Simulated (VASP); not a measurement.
Wanted: the native input for a VASP 6.6.1 run.

* Task: electric field gradients
* Functional: PBE
* Potentials or basis: VASP PAW PBE potentials, release 64 (In_d, P)
* Cutoff: 520 eV
* k mesh: 11 × 11 × 11
* Occupations: fermi-dirac, width 0.03 eV
* Spin: no spin polarisation
* Dipole correction: no
* Further INCAR settings: ALGO = Normal; EDIFF = 1e-08; NBANDS = 16

The structure of InP lies in POSCAR:

```
InP
1.0
    0.0000000000      2.9785495236      2.9785495236
    2.9785495236      0.0000000000      2.9785495236
    2.9785495236      2.9785495236      0.0000000000
In P
1 1
Direct
    0.0000000000      0.0000000000      0.0000000000
    0.7500000000      0.7500000000      0.7500000000
```

This cell differs from its parent crystal: volume scaled by 1.05.

These files were run (other wordings do the same):

INCAR

```
SYSTEM = InP
PREC = Accurate ; ENCUT = 520
EDIFF = 1E-8 ; ISMEAR = -1
SIGMA = 0.03 ; LREAL = .False.
LASPH = .True. ; NELM = 60
ALGO = Normal ; ISIF = 2
LWAVE = .False. ; LCHARG = .False.
GGA = PE ; LEFG = .True.
NBANDS = 16
```

KPOINTS

```
regular mesh
0
Gamma
  11 11 11
  0 0 0
```

Potentials or basis: VASP PAW PBE potentials, release 64 (In_d, P).

The run is started by

```console
$ cat potpaw_PBE.64/In_d/POTCAR potpaw_PBE.64/P/POTCAR > POTCAR
$ mpirun -np 1 vasp_std > vasp.out
```

It gave:

```yaml
Pressure: 0.0 GPa
Band_gap_on_the_k_mesh: 0.45 eV, direct
```

Caveat: without QUAD_EFG the Cq values of the log hold for a quadrupole moment of 1 mb, not for the nuclei; spin-orbit coupling is left out, which moves the levels of the heavy elements.

It took 42 s on 1 thread of Intel(R) Xeon(R) Platinum 8259CL CPU @ 2.50GHz (Skylake/Cascade Lake) (shared host), peak memory 0.2 GiB.
